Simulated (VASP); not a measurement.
Write the native input for VASP 6.6.1 that does the following.

- Task: single point
- Functional: PBE
- Potentials or basis: VASP PAW PBE potentials, release 64 (B, N)
- Cutoff: 520 eV
- k mesh: 12 × 12 × 6
- Occupations: gaussian, width 0.05 eV
- Spin: no spin polarisation
- Dipole correction: no
- Further INCAR settings: ALGO = Normal; EDIFF = 1e-06; NBANDS = 16

The structure of BN lies in POSCAR:

```
BN
1.0
    2.8412578069      0.0000000000      0.0000000000
   -1.4206289035      2.4606014395      0.0000000000
    0.0000000000      0.0000000000      4.2268550000
B N
2 2
Direct
    0.6666666667      0.3333333333      0.9997240000
    0.3333333333      0.6666666667      0.4997240000
    0.6666666667      0.3333333333      0.6252760000
    0.3333333333      0.6666666667      0.1252760000
```

This cell differs from its parent crystal: strain +0.1125 x Voigt [1, 1, 0, 0, 0, 0].

These files were run (other wordings do the same):

INCAR

```
ALGO = Normal
EDIFF = 1E-6
ENCUT = 520
GGA = PE
ISIF = 2
ISMEAR = 0
LASPH = T
LCHARG = F
LREAL = F
LWAVE = F
NBANDS = 16
NELM = 80
PREC = Accurate
SIGMA = 0.05
```

KPOINTS

```
k-points
0
Gamma
  12 12 6
```

Potentials or basis: VASP PAW PBE potentials, release 64 (B, N).

The run is started by

```bash
$ cat potpaw_PBE.64/B/POTCAR potpaw_PBE.64/N/POTCAR > POTCAR
$ mpirun -np 1 vasp_std > vasp.out
```

Results of the run:

The pressure is -49.2 GPa and the largest force is 0.313 eV/Å. The band gap on the k mesh is 4.87 eV, indirect (least direct gap 5.26 eV).

Caveat: the cell differs from its parent crystal (strain +0.1125 x Voigt [1, 1, 0, 0, 0, 0]).

It took 12 s on 1 thread of Intel(R) Xeon(R) 6975P-C (Granite Rapids), on a shared host, peak memory 0.16 GiB.
